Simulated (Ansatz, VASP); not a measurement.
**One calculation of Sc, two programs**

The input INCAR:

```
PREC = Accurate
ENCUT = 520
EDIFF = 1E-7
ISMEAR = 0
SIGMA = 0.05
LREAL = F
LASPH = T
NELM = 100
ALGO = Normal
ISIF = 2
LWAVE = F
LCHARG = F
NBANDS = 18
```

Contents of KPOINTS:

```
regular mesh
0
Gamma
  9 9 5
```

Contents of POSCAR:

```
Sc
1.0
    3.3309145459      0.0000000000      0.0000000000
   -1.6654572730      2.8846566146      0.0000000000
    0.0000000000      0.0000000000      5.3082235343
Sc
2
Direct
    0.6666666667      0.3333333333      0.7500000000
    0.3333333333      0.6666666667      0.2500000000
```

input.yaml

```yaml
crystal:
  lattice:
    - [3.3309145459, 0.0, 0.0]
    - [-1.665457273, 2.8846566146, 0.0]
    - [0.0, 0.0, 5.3082235343]
  atoms:
    - { symbol: Sc, position: [0.6666666667, 0.3333333333, 0.75] }
    - { symbol: Sc, position: [0.3333333333, 0.6666666667, 0.25] }
kpoints:
  mp_grid: { grid: [9, 9, 5] }
scf:
  occupations: { method: gaussian, width: 0.05 }
hamiltonian:
  xc: lda
  pseudopotentials: { kind: all_electron, lapw: { basis_error: 0.001 } }
output:
  forces: true
  stress: true
  eigenvalues: true
```

Change from the starting cell: volume scaled by 1.02.

Alike in both runs: task single point; functional LDA; k mesh 9 × 9 × 5; occupations gaussian, width 0.05 eV; no spin polarisation.

|  | VASP | Ansatz |
| --- | --- | --- |
| version | VASP 6.6.1 | Ansatz 0.2.0 |
| potentials or method | VASP PAW LDA potentials, release 64 (Sc_sv), cutoff 520 eV | all-electron LAPW, scalar-relativistic |

Ansatz gave:

```
gap on the k mesh at the Fermi level (eV)                     : none
pressure (GPa)                                                : -6.1
traceless stress, the component that is largest in VASP (GPa) : -1.10
```

Task: What did VASP give for the same quantities?

Result: gap on the k mesh at the Fermi level (eV): none; pressure (GPa): -6.1; traceless stress, the component that is largest in VASP (GPa): -1.09.

LDA's correlation is that of Perdew and Zunger in VASP and of Perdew and Wang (1992) in Ansatz. A gap of «none» marks a metal or a gap that the smearing closes. Ansatz ran all-electron here, and VASP with PAW potentials.
